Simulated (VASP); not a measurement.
# Be16H (a cell with a defect) in VASP: notebook

The runs below take Be16H (a cell with a defect) through single point, with PBE.

Everything below comes from runs of VASP 6.6.1. Logs are shortened: lines on timing, memory, paths and dates and some standing lists are left out, and cuts for length are marked.

**1. The cell of the first run**

The cell holds a defect, 17 atoms: a = 4.580 Å, b = 3.966 Å, c = 7.177 Å, α = 90.00°, β = 90.00°, γ = 90.00°.

**2. Single point, PBE**

Input file INCAR:

```
SYSTEM = Be16H
ALGO = Normal
EDIFF = 1E-7
ENCUT = 520
GGA = PE
ISIF = 2
ISMEAR = -1
LASPH = .True.
LCHARG = .False.
LREAL = Auto
LWAVE = .False.
NBANDS = 30
NELM = 80
PREC = Accurate
SIGMA = 0.15
```

Input file KPOINTS:

```
k-points
0
Gamma
  5 5 3
  0 0 0
```

Input file POSCAR:

```
Be16H
1.0
   -2.2900000000     -3.9663960000      0.0000000000
    3.4350000000     -1.9831980000      0.0000000000
    0.0000000000      0.0000000000      7.1768600000
Be H
16 1
Direct
    0.7496811196      0.5024948470      0.0014517766
    0.5002434472      0.3353257053      0.2504447285
    0.7497104721      0.5022173468      0.4977699888
    0.5069572038      0.3392931573      0.7471948633
    0.5070373344     -0.0042725885      0.0044366937
    0.2497122971      0.8382788709      0.2531944093
    0.5002237804     -0.0006040905      0.5011781196
    0.2498484700      0.8258261373      0.7474844351
    0.2499234336      0.5090989165      0.0041842831
   -0.0007245715      0.3353019747      0.2504278601
    0.2497505082      0.4963999820      0.4984545693
   -0.0075169046      0.3396002406      0.7471625562
   -0.0075129906     -0.0046093524      0.0044750297
    0.7496848775      0.8324724446      0.2537946050
   -0.0007052827     -0.0005891315      0.5011998721
    0.7496426672      0.8325425927      0.7501207514
    0.2492435383      0.1674338471      0.8759613584
```

Potentials or basis: VASP PAW PBE potentials, release 64 (Be, H).

Started as:

```console
> cat potpaw_PBE.64/Be/POTCAR potpaw_PBE.64/H/POTCAR > POTCAR
> mpirun -np 1 vasp_std > vasp.out
```

OUTCAR:

```text
SYSTEM = Be16H
   EDIFF = 1E-7
   ENCUT = 520
   GGA = PE
   ISIF = 2
   ISMEAR = -1
   LASPH = .True.
   LREAL = Auto
   NELM = 80
   PREC = Accurate

 ion  position               nearest neighbor table
   1  0.750  0.502  0.001-   2 2.22  10 2.22  16 2.23   4 2.23  12 2.23  14 2.23  13 2.25   5 2.25
                             9 2.29   9 2.29   5 2.30  13 2.30
   2  0.500  0.335  0.250-  11 2.21   3 2.21   9 2.22   5 2.22   1 2.22   7 2.24  14 2.28   6 2.28
                            10 2.29  10 2.29  14 2.30   6 2.30
   3  0.750  0.502  0.498-  14 2.19  12 2.20   4 2.20   2 2.21  10 2.21  16 2.24   7 2.28  15 2.28
                            11 2.29  11 2.29   7 2.30  15 2.30
   4  0.507  0.339  0.747-   3 2.20   7 2.22  12 2.22  11 2.23   1 2.23  16 2.25   8 2.26   9 2.29
                             5 2.29  16 2.30   8 2.35  12 2.36
   5  0.507  0.996  0.004-  14 2.20   2 2.22  13 2.22   6 2.23  16 2.23   1 2.25   9 2.26   8 2.29
                             4 2.29   1 2.30   9 2.35  13 2.36
   6  0.250  0.838  0.253-  15 2.21   7 2.21   9 2.21  11 2.22  13 2.23   5 2.23  10 2.28   2 2.28
                            14 2.29  14 2.29  10 2.30   2 2.30
   7  0.500  0.999  0.501-   6 2.21  14 2.21   8 2.22  16 2.22   4 2.22   2 2.24   3 2.28  11 2.28
                            15 2.29  15 2.29   3 2.30  11 2.30
   8  0.250  0.826  0.747-  11 2.21   7 2.22  15 2.22   9 2.23  12 2.26   4 2.26  16 2.29   5 2.29
                            13 2.29  16 2.29   4 2.35  12 2.35
   9  0.250  0.509  0.004-   6 2.21   2 2.22  10 2.22   8 2.23  13 2.26   5 2.26   1 2.29   4 2.29
                            12 2.29   1 2.29   5 2.35  13 2.35
  10  0.999  0.335  0.250-  11 2.21   3 2.21   9 2.22  13 2.22   1 2.22  15 2.24  14 2.28   6 2.28
                             2 2.29   2 2.29  14 2.30   6 2.30
  11  0.250  0.496  0.498-   2 2.21  10 2.21   8 2.21   6 2.22  12 2.23   4 2.23  15 2.28   7 2.28
                             3 2.29   3 2.29   7 2.30  15 2.30
  12  0.992  0.340  0.747-   3 2.20  15 2.22   4 2.22  11 2.23   1 2.23  16 2.25   8 2.26   9 2.29
                            13 2.30  16 2.30   8 2.35   4 2.36
  13  0.992  0.995  0.004-  14 2.20  10 2.22   5 2.22   6 2.23  16 2.23   1 2.25   9 2.26   8 2.29
                            12 2.30   1 2.30   9 2.35   5 2.36
  14  0.750  0.832  0.254-   3 2.19  13 2.20   5 2.20   7 2.21  15 2.21   1 2.23   2 2.28  10 2.28
                             6 2.29   6 2.29   2 2.30  10 2.30
  15  0.999  0.999  0.501-   6 2.21  14 2.21   8 2.22  16 2.22  12 2.22  10 2.24   3 2.28  11 2.28
                             7 2.29   7 2.29   3 2.30  11 2.30
  16  0.750  0.833  0.750-   7 2.22  15 2.22   1 2.23   5 2.23  13 2.23   3 2.24  12 2.25   4 2.25
                             8 2.29   8 2.29   4 2.30  12 2.30
  17  0.249  0.167  0.876-

  LATTYP: Found a simple orthorhombic cell.
 ALAT       =     3.9663962620
 B/A-ratio  =     1.1547004875
 C/A-ratio  =     1.8094157835

  Lattice vectors:

 A1 = (  -3.4350000000,   1.9831980000,   0.0000000000)
 A2 = (  -2.2900000000,  -3.9663960000,   0.0000000000)
 A3 = (   0.0000000000,   0.0000000000,   7.1768600000)

Analysis of symmetry for initial positions (statically):
=====================================================================
 Subroutine PRICEL returns:
 Original cell was already a primitive cell.

 Routine SETGRP: Setting up the symmetry group for a
 simple orthorhombic supercell.

 Subroutine GETGRP returns: Found  1 space group operations
 (whereof  1 operations were pure point group operations)
 out of a pool of  8 trial point group operations.

The static configuration has the point symmetry C_1 .

Analysis of symmetry for dynamics (positions and initial velocities):
=====================================================================
 Subroutine PRICEL returns:
 Original cell was already a primitive cell.

 Routine SETGRP: Setting up the symmetry group for a
 simple orthorhombic supercell.

 Subroutine GETGRP returns: Found  1 space group operations
 (whereof  1 operations were pure point group operations)
 out of a pool of  8 trial point group operations.

The dynamic configuration has the point symmetry C_1 .

 Subroutine INISYM returns: Found  1 space group operations
 (whereof  1 operations are pure point group operations),
 and found     1 'primitive' translations

----------------------------------------------------------------------------------------

                                     Primitive cell

  volume of cell :     130.3755

  direct lattice vectors                    reciprocal lattice vectors
    -2.290000000 -3.966396000  0.000000000    -0.109170306 -0.189088533  0.000000000
     3.435000000 -1.983198000  0.000000000     0.218340611 -0.126059022  0.000000000
     0.000000000  0.000000000  7.176860000     0.000000000  0.000000000  0.139336702

  length of vectors
[... 83 lines left out ...]
   EDIFFG = 0.1E-05   stopping-criterion for IOM
   NSW    =      0    number of steps for IOM
   IBRION =     -1    ionic relax: 0-MD 1-quasi-New 2-CG
   NFREE  =      0    steps in history (QN), initial steepest desc. (CG)
   ISIF   =      2    stress and relaxation
   ISYM   =      2    0-nonsym 1-usesym 2-fastsym
   POTIM  = 0.5000    time-step for ionic-motion
   TEBEG  =    0.0;   TEEND  =   0.0 temperature during run
   PSTRESS=    0.0 pullay stress
   NELECT =      33.0000    total number of electrons
   NUPDOWN=      -1.0000    fix difference up-down
   EMIN   =  10.00;   EMAX   =-10.00  energy-range for DOS
   EFERMI =   0.00;   METHOD = LEGACY
   ISMEAR =    -1;   SIGMA  =   0.15  broadening in eV -4-tet -1-fermi 0-gaus
   EFERMI_NEDOS =   21; number of points for ismear=-14 and -15
   IALGO  =     38    algorithm
   IMIX   =      4    mixing-type and parameters
     AMIX     =   0.40;   BMIX     =  1.00
     AMIX_MAG =   1.60;   BMIX_MAG =  1.00
  volume/ion in A,a.u.               =       7.67        51.75
  Fermi-wavevector in a.u.,A,eV,Ry     =   1.035573  1.956950 14.591049  1.072412
  Thomas-Fermi vector in A             =   2.169923
   LORBIT       =      0    0 simple, 1 ext, 2 COOP (PROOUT), +10 PAW based schemes
   GGA     = PE    functional components
   LHFCALC =     F    Hartree Fock is set to
   AEXX    =    0.0000 exact exchange contribution
   IVDW    =     0    specifies the selected vdW correction
   LEPSILON=     F    determine dielectric tensor
   LRPA    =     F    only Hartree local field effects (RPA)
 non-spin polarized calculation
  energy-cutoff  :      520.00
  volume of cell :      130.38
 maximum number of plane-waves:      3529
 NGX is ok and might be reduce to    36
   NGX = 17   NGY = 15   NGZ = 27

 number of electron      33.0000000 magnetization

 Free energy of the ion-electron system (eV)
  ---------------------------------------------------
  ext. energy  EPLUGINS =         0.00000000
  ---------------------------------------------------
  free energy    TOTEN  =       -61.82820493 eV

  energy without entropy =      -61.68433516  energy(sigma->0) =      -61.75627004

 E-fermi :   7.3915     XC(G=0): -10.5853

 val. band max:        7.3742011797   @ k =   0.0000   0.0000   0.0000
 cond. band min:       7.3936406893   @ k =   0.0000   0.0000   0.0000
 fundamental gap:      0.0194395097
 Fermi energy:         7.3914682514

 k-point     1 :       0.0000    0.0000    0.0000
  band No.  band energies     occupation
      1      -5.1982      2.00000
      2      -3.0225      2.00000
      3      -2.1733      2.00000
      4      -0.2026      2.00000
      5       0.9690      2.00000
      6       1.5463      2.00000
[... 20 lines left out ...]
     27      10.3275      0.00000
     28      10.3666      0.00000

 k-point     2 :       0.2000    0.0000    0.0000
  band No.  band energies     occupation
      1      -5.0372      2.00000
      2      -2.8926      2.00000
      3      -1.9578      2.00000
      4      -1.2099      2.00000
      5       0.4719      2.00000
      6       1.2004      2.00000
[... 674 lines left out ...]
 k-point    24 :      -0.2000   -0.2000    0.3333
  band No.  band energies     occupation
      1      -4.7386      2.00000
      2      -3.1116      2.00000
      3      -1.4688      2.00000
      4      -0.2285      2.00000
      5       0.1384      2.00000
      6       0.4438      2.00000
[... 20 lines left out ...]
     27      12.0367      0.00000
     28      12.7261      0.00000

 [... further k-points ...]

 [bands above 28 left out]

------------------------ aborting loop because EDIFF is reached ----------------------------------------

  FORCE on cell =-STRESS in cart. coord.  units (eV):
  Direction    XX          YY          ZZ          XY          YZ          ZX
  --------------------------------------------------------------------------------------
  -------------------------------------------------------------------------------------
  Total        0.2608677      1.0971439     -1.2907582      0.7275314      0.0325929     -0.0571540
  in kB        3.2057885     13.4827394    -15.8620555      8.9405920      0.4005317     -0.7023627
  external PRESSURE =       0.2754908 kB  Pullay stress =       0.0000000 kB

 VOLUME and BASIS-vectors are now :
 -----------------------------------------------------------------------------
  energy-cutoff  :      520.00
  volume of cell :      130.38
      direct lattice vectors                 reciprocal lattice vectors
    -2.290000000 -3.966396000  0.000000000    -0.109170306 -0.189088533  0.000000000
     3.435000000 -1.983198000  0.000000000     0.218340611 -0.126059022  0.000000000
     0.000000000  0.000000000  7.176860000     0.000000000  0.000000000  0.139336702

 POSITION                                       TOTAL-FORCE (eV/Angst)
 -----------------------------------------------------------------------------------
      0.00930     -3.97008      0.01042        -0.003163      0.001331      0.000788
      0.00629     -2.64918      1.79741        -0.001704      0.002322      0.000749
      0.00828     -3.96965      3.57243         0.005233     -0.003619     -0.000481
      0.00454     -2.68368      5.36251         0.002730     -0.001648      0.000456
      2.25921     -3.98584      0.03184        -0.003353      0.004947     -0.000730
      2.30765     -2.65293      1.81714        -0.003502      0.000476      0.000681
[... 9 lines left out ...]
      1.14310     -4.62448      5.38351        -0.000420     -0.001302      0.000519
      0.00437     -1.32065      6.28665        -0.001702     -0.001901     -0.003076
 -----------------------------------------------------------------------------------
    total drift:                               -0.000516     -0.000433      0.001944

  FREE ENERGIE OF THE ION-ELECTRON SYSTEM (eV)
  ---------------------------------------------------
  free  energy   TOTEN  =       -61.8282049262 eV

  energy  without entropy=      -61.6843351594  energy(sigma->0) =      -61.75627004
```

Wall time 4.6 min (1 thread of Intel Xeon Platinum 8259CL at 2.50GHz (Skylake/Cascade Lake), shared host); peak memory 0.27 GiB.

Results:

```
Free energy            : -61.8282 eV
Pressure               : 0.0 GPa
Largest force          : 0.006 eV/Å
Band gap on the k mesh : zero (an odd number of electrons rules out a gap without spin polarisation)
```

Forces on the atoms (eV/Å):
```
Be  -0.003  0.001  0.001
Be  -0.002  0.002  0.001
Be   0.005 -0.004  0.000
Be   0.003 -0.002  0.000
Be  -0.003  0.005 -0.001
Be  -0.004  0.000  0.001
Be   0.004 -0.001  0.000
Be   0.000  0.002  0.004
Be   0.002  0.003 -0.004
Be  -0.001  0.001  0.000
Be   0.005 -0.003 -0.002
Be  -0.002 -0.001  0.003
Be  -0.001 -0.001 -0.003
Be  -0.003  0.001  0.003
Be   0.004 -0.001  0.000
Be   0.000 -0.001  0.001
H   -0.002 -0.002 -0.003
```

Stress tensor (GPa, compression positive):
```
 0.32  0.89 -0.07
 0.89  1.35  0.04
-0.07  0.04 -1.59
```

Levels at points of the mesh, in eV from the Fermi level:
```tsv
k point	band 14	band 15	band 16	band 17	band 18	band 19
(0.00, 0.00, 0.00)	-3.66	-0.02	0.00	0.33	0.43	0.77
```

**3. Single point, PBE**

Input file INCAR:

```
SYSTEM = Be16H
PREC = Accurate ; ENCUT = 520
EDIFF = 1E-6 ; ISMEAR = -1
SIGMA = 0.15 ; LREAL = Auto
LASPH = .TRUE. ; NELM = 80
ALGO = Normal ; ISIF = 2
LWAVE = .FALSE. ; LCHARG = .FALSE.
GGA = PE ; NBANDS = 30
```

Input file KPOINTS:

```
Automatic mesh
0
G
  5 5 3
  0 0 0
```

Input file POSCAR:

```
Be16H
1.0
   -2.2900000000     -3.9663960000      0.0000000000
    3.4350000000     -1.9831980000      0.0000000000
    0.0000000000      0.0000000000      7.1768600000
Be H
16 1
Direct
    0.7501873717      0.5013469617      0.0029702930
    0.5006631331      0.3340025181      0.2503161546
    0.7501875435      0.5011611798      0.4992796789
    0.5073816229      0.3383040107      0.7535769923
    0.5006536561     -0.0015343057     -0.0004429067
    0.2501908520      0.8369511514      0.2475342735
    0.5074112709     -0.0057375971      0.4962948740
    0.2501820798      0.8246903699      0.7532116390
    0.2501863081      0.4955137668      0.0023522752
   -0.0002893412      0.3339922565      0.2503091686
    0.2501806740      0.5077438671      0.4966424815
   -0.0070076202      0.3382958992      0.7535766271
   -0.0002841373     -0.0015312397     -0.0004409631
    0.7501908121      0.8311402253      0.2468957114
   -0.0070255617     -0.0057377686      0.4962880294
    0.7501844729      0.8314305278      0.7506011368
    0.2501696335      0.1662018067      0.6249475245
```

Potentials or basis: VASP PAW PBE potentials, release 64 (Be, H).

Started as:

```console
> cat potpaw_PBE.64/Be/POTCAR potpaw_PBE.64/H/POTCAR > POTCAR
> mpirun -np 1 vasp_std > vasp.out
```

Wall time 3.9 min (1 thread of Intel Xeon Platinum 8259CL at 2.50GHz (Skylake/Cascade Lake), shared host); peak memory 0.27 GiB.

The run converged. Its results:

```yaml
Free_energy: -61.8282 eV
Pressure: 0.0 GPa
Largest_force: 0.004 eV/Å
Band_gap_on_the_k_mesh: zero (an odd number of electrons rules out a gap without spin polarisation)
```

Forces in eV/Å, atoms in the order of the input:
```
Be   0.000  0.000 -0.001
Be   0.001  0.000  0.000
Be  -0.001  0.001  0.000
Be   0.001 -0.002  0.000
Be   0.000  0.000  0.000
Be   0.000  0.000  0.001
Be  -0.002  0.001  0.000
Be  -0.003  0.001  0.001
Be   0.001  0.000 -0.001
Be   0.001 -0.001  0.001
Be   0.003 -0.002 -0.001
Be   0.002  0.000 -0.001
Be   0.000  0.000 -0.001
Be   0.001  0.000  0.001
Be  -0.002  0.002  0.001
Be   0.000  0.000  0.000
H    0.000  0.000  0.000
```

Stress tensor (GPa, compression positive):
```
 0.33  0.88  0.07
 0.88  1.35 -0.04
 0.07 -0.04 -1.59
```

Levels at points of the mesh, in eV from the Fermi level:
```csv
k point,band 13,band 14,band 15,band 16,band 17,band 18,band 19,band 20
"(0.00, 0.00, 0.00)",-4.12,-3.66,-0.02,0.00,0.33,0.43,0.77,1.05
```

**4. Single point, PBE**

Input file INCAR:

```
ALGO = Normal
EDIFF = 1E-6
ENCUT = 520
GGA = PE
ISIF = 2
ISMEAR = -1
LASPH = True
LCHARG = False
LREAL = Auto
LWAVE = False
NBANDS = 30
NELM = 100
PREC = Accurate
SIGMA = 0.15
```

Input file KPOINTS:

```
k-points
0
Gamma
  5 5 3
```

Input file POSCAR:

```
Be16H
1.0
   -2.2900000000     -3.9663960000      0.0000000000
    3.4350000000     -1.9831980000      0.0000000000
    0.0000000000      0.0000000000      7.1768600000
Be H
16 1
Direct
    0.7496811292      0.5024948431      0.0014517491
    0.5002435038      0.3353256546      0.2504447628
    0.7497104185      0.5022174260      0.4977700554
    0.5069572913      0.3392932161      0.7471948735
    0.5070372640     -0.0042726828      0.0044367593
    0.2497123019      0.8382789436      0.2531944332
    0.5002239153     -0.0006041438      0.5011780918
    0.2498485003      0.8258262200      0.7474844152
    0.2499233970      0.5090988585      0.0041842811
   -0.0007246711      0.3353020388      0.2504279030
    0.2497505631      0.4963999387      0.4984546166
   -0.0075168600      0.3396004048      0.7471625474
   -0.0075130782     -0.0046093011      0.0044750768
    0.7496849700      0.8324723672      0.2537945564
   -0.0007052745     -0.0005892514      0.5011998283
    0.7496425869      0.8325425106      0.7501208049
    0.2492434822      0.1674339372      0.8759613536
```

Started as:

```console
> cat potpaw_PBE.64/Be/POTCAR potpaw_PBE.64/H/POTCAR > POTCAR
> mpirun -np 1 vasp_std > vasp.out
```

Run time: 3.4 min. Hardware: 1 thread of Intel Xeon Platinum 8259CL at 2.50GHz (Skylake/Cascade Lake), shared host; peak memory 0.28 GiB.

Results (log left out):

| Quantity | Value |
| --- | --- |
| Free energy | -61.8282 eV |
| Pressure | 0.0 GPa |
| Largest force | 0.006 eV/Å |
| Band gap on the k mesh | zero (an odd number of electrons rules out a gap without spin polarisation) |

Forces on the atoms (eV/Å):
```
Be  -0.003  0.001  0.001
Be  -0.002  0.002  0.001
Be   0.005 -0.004  0.000
Be   0.003 -0.002  0.000
Be  -0.003  0.005 -0.001
Be  -0.004  0.000  0.001
Be   0.004 -0.001  0.000
Be   0.000  0.002  0.004
Be   0.002  0.003 -0.004
Be  -0.001  0.001  0.000
Be   0.005 -0.003 -0.002
Be  -0.002 -0.001  0.003
Be  -0.001 -0.001 -0.003
Be  -0.003  0.001  0.003
Be   0.004 -0.001  0.000
Be   0.000 -0.001  0.001
H   -0.002 -0.002 -0.003
```

Stress tensor (GPa, compression positive):
```
 0.32  0.89 -0.07
 0.89  1.35  0.04
-0.07  0.04 -1.59
```

Levels at points of the mesh, in eV from the Fermi level:
```tsv
k point	band 12	band 13	band 14	band 15	band 16	band 17	band 18	band 19	band 20	band 21
(0.00, 0.00, 0.00)	-4.21	-4.12	-3.66	-0.02	0.00	0.33	0.43	0.77	1.05	1.05
```

**5. Single point, PBE**

Input file INCAR:

```
SYSTEM = Be16H
PREC = Accurate
ENCUT = 520
EDIFF = 1E-7
ISMEAR = -1
SIGMA = 0.15
LREAL = Auto
LASPH = .True.
NELM = 100
ALGO = Normal
ISIF = 2
LWAVE = .False.
LCHARG = .True.
GGA = PE
LELF = .True.
LVHAR = .True.
NBANDS = 30
```

Input file KPOINTS:

```
regular mesh
0
Gamma
  5 5 3
  0 0 0
```

Input file POSCAR:

```
Be16H
1.0
   -2.2900000000     -3.9663960000      0.0000000000
    3.4350000000     -1.9831980000      0.0000000000
    0.0000000000      0.0000000000      7.1768600000
Be H
16 1
Direct
    0.7501872513      0.5013469594      0.0029702405
    0.5006630705      0.3340024546      0.2503161550
    0.7501876156      0.5011611761      0.4992796293
    0.5073816099      0.3383038971      0.7535770518
    0.5006536656     -0.0015342375     -0.0004429514
    0.2501908983      0.8369511374      0.2475342977
    0.5074111749     -0.0057375282      0.4962948978
    0.2501820366      0.8246902078      0.7532115716
    0.2501863459      0.4955137502      0.0023522822
   -0.0002893672      0.3339922413      0.2503091881
    0.2501806755      0.5077437400      0.4966425428
   -0.0070075885      0.3382959599      0.7535766338
   -0.0002841987     -0.0015312416     -0.0004410007
    0.7501906922      0.8311402286      0.2468957176
   -0.0070254738     -0.0057377977      0.4962880703
    0.7501845088      0.8314304295      0.7506010985
    0.2501696200      0.1662018719      0.6249475397
```

Started as:

```console
> cat potpaw_PBE.64/Be/POTCAR potpaw_PBE.64/H/POTCAR > POTCAR
> mpirun -np 1 vasp_std > vasp.out
```

Run time: 3.3 min. Hardware: 1 thread of Intel Xeon Platinum 8259CL at 2.50GHz (Skylake/Cascade Lake), shared host; peak memory 0.27 GiB.

Results (log left out):

```
Free energy            : -61.8282 eV
Pressure               : 0.0 GPa
Largest force          : 0.004 eV/Å
Band gap on the k mesh : zero (an odd number of electrons rules out a gap without spin polarisation)
```

Forces on the atoms (eV/Å):
```
Be   0.000  0.000 -0.001
Be   0.001  0.000  0.000
Be  -0.001  0.001  0.000
Be   0.001 -0.002  0.000
Be   0.000  0.000  0.000
Be   0.000  0.000  0.001
Be  -0.002  0.001  0.000
Be  -0.003  0.001  0.001
Be   0.001  0.000 -0.001
Be   0.001 -0.001  0.001
Be   0.003 -0.002 -0.001
Be   0.002  0.000 -0.001
Be   0.000  0.000 -0.001
Be   0.001  0.000  0.001
Be  -0.002  0.002  0.001
Be   0.000  0.000  0.000
H    0.000  0.000  0.000
```

Stress tensor (GPa, compression positive):
```
 0.33  0.88  0.07
 0.88  1.35 -0.04
 0.07 -0.04 -1.59
```

Levels at points of the mesh, in eV from the Fermi level:
```tsv
k point	band 14	band 15	band 16	band 17	band 18	band 19
(0.00, 0.00, 0.00)	-3.66	-0.02	0.00	0.33	0.43	0.77
```
